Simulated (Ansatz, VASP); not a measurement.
One calculation of Ru, two programs

POSCAR

```
Ru
1.0
    0.0000000000      1.8932138216      1.8932138216
    1.8932138216      0.0000000000      1.8932138216
    1.8932138216      1.8932138216      0.0000000000
Ru
1
Direct
    0.0000000000      0.0000000000      0.0000000000
```

INCAR.step1

```
SYSTEM = Ru
ALGO = Normal ; EDIFF = 1E-4
ENCUT = 520 ; GGA = PE
ISMEAR = -1 ; LASPH = .True.
LCHARG = .False. ; LREAL = .False.
LWAVE = .True. ; NBANDS = 13
NELM = 80 ; PREC = Accurate
SIGMA = 0.1
```

Contents of INCAR.step2:

```
SYSTEM = Ru
ALGO = Normal ; EDIFF = 1E-6
ENCUT = 520 ; ISIF = 2
ISMEAR = -1 ; ISTART = 1
LASPH = .True. ; LCHARG = .True.
LELF = .True. ; LMIXTAU = .True.
LREAL = .False. ; LVHAR = .True.
LWAVE = .False. ; METAGGA = R2SCAN
NBANDS = 13 ; NELM = 80
PREC = Accurate ; SIGMA = 0.1
```

The input KPOINTS:

```
k-points
0
Gamma
  16 16 16
  0 0 0
```

Input for Ansatz:

```yaml
crystal:
  lattice:
    - [0.0, 1.8932138216, 1.8932138216]
    - [1.8932138216, 0.0, 1.8932138216]
    - [1.8932138216, 1.8932138216, 0.0]
  atoms:
    - { symbol: Ru, position: [0.0, 0.0, 0.0] }
hamiltonian:
  xc: r2scan
  pseudopotentials:
    kind: paw
    azcp:
      Ru: "pseudopotentials/Ru.paw.azcp"
basis:
  ecutwfc: 500
  fft_grid_basis: typed
kpoints:
  mp_grid: { grid: [16, 16, 16], shift: [0, 0, 0] }
magnetization:
  spin_polarized: false
scf:
  occupations: { method: fermi_dirac, width: 0.1 }
  lower_state_search: "off"
output:
  stress: true
```

Alike in both runs: task single point; functional r2SCAN; k mesh 16 × 16 × 16; occupations fermi-dirac, width 0.1 eV; no spin polarisation.

|  | VASP | Ansatz |
| --- | --- | --- |
| version | VASP 6.6.1 | Ansatz 0.2.0 |
| potentials or method | VASP PAW PBE potentials, release 64 (Ru_pv), cutoff 520 eV | plane waves (500 eV) with PAW, scalar-relativistic |
| valence electrons in the cell | 14 | 16 |

|  | VASP | Ansatz | Ansatz less VASP |
| --- | --- | --- | --- |
| pressure (GPa) | 1.3 | -0.1 | -1.47 |

VASP's potentials were made for PBE, not for r2SCAN. VASP's potentials hold 14 valence electrons a cell and Ansatz's 16, so a difference there can come from the potentials and not from the codes.
